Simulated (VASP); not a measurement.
Here is a VASP 6.6.1 calculation.

INCAR

```
PREC = Accurate
ENCUT = 600
EDIFF = 1E-7
ISMEAR = -1
SIGMA = 0.08
LREAL = F
LASPH = T
NELM = 100
ALGO = Normal
ISIF = 3
LWAVE = F
LCHARG = F
GGA = PE
IBRION = 2
NSW = 60
EDIFFG = -0.005
```

KPOINTS

```
Automatic mesh
0
Gamma
  11 11 6
```

Contents of POSCAR:

```
AlRu
1.0
    3.6470721612      0.0000000000      0.0000000000
   -1.8235360806      3.1584571410      0.0000000000
    0.0000000000      0.0000000000      5.6529618498
Ru Al
2 2
Direct
    0.0000000000      0.0000000000      0.0000000000
    0.0000000000      0.0000000000      0.5000000000
    0.3333333333      0.6666666667      0.2500000000
    0.6666666667      0.3333333333      0.7500000000
```

Potentials or basis: VASP PAW PBE potentials, release 64 (Ru_pv, Al).

Command:

```console
$ cat potpaw_PBE.64/Ru_pv/POTCAR potpaw_PBE.64/Al/POTCAR > POTCAR
$ mpirun -np 1 vasp_std > vasp.out
```

(1) Predict the band gap on the k mesh.

(2) Predict the space group after relaxing (to 0.1 Å).

(3) Estimate the relaxed volume.

(4) Estimate the relaxed cell.

Answers

(1) zero (bands 17 and 18 overlap by 2.65 eV).

(2) P6_3/mmc (No. 194).

(3) 14.12 Å³/atom.

(4) a = 2.895 Å, b = 2.895 Å, c = 7.779 Å, α = 90.00°, β = 90.00°, γ = 120.00°.

Caveat: a cell axis changed by over 15 % at a fixed basis, so the end point is rough.
